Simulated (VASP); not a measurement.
Here is a VASP 6.6.1 calculation.

Contents of INCAR:

```
  ALGO = Normal
  EDIFF = 1E-6
  EDIFFG = -0.005
  ENCUT = 600
  GGA = PE
  IBRION = 2
  ISIF = 4
  ISMEAR = -1
  ISPIN = 2
  LASPH = T
  LCHARG = F
  LMAXMIX = 4
  LORBIT = 11
  LREAL = F
  LWAVE = F
  MAGMOM = 1.7 1.7
  NELM = 150
  NSW = 50
  PREC = Accurate
  SIGMA = 0.05
```

Contents of KPOINTS:

```
k-points
0
Gamma
  17 17 10
```

Contents of POSCAR:

```
Co
1.0
    2.1945162400      0.0000000000      0.0000000000
   -1.0972581200      1.9005068128      0.0000000000
    0.0000000000      0.0000000000      3.5439323444
Co
2
Direct
    0.3333333333      0.6666666667      0.2500000000
    0.6666666667      0.3333333333      0.7500000000
```

Potentials or basis: VASP PAW PBE potentials, release 64 (Co).

Run with:

```bash
$ cat potpaw_PBE.64/Co/POTCAR > POTCAR
$ mpirun -np 1 vasp_std > vasp.out
```

What does it give for the site moments?

Co +0.36 μB.

What does it give for the net moment?

0.74 μB per cell.

Stress tensor (GPa, compression positive):
```
183.94   0.00   0.00
  0.00 183.94   0.00
  0.00   0.00 183.83
```
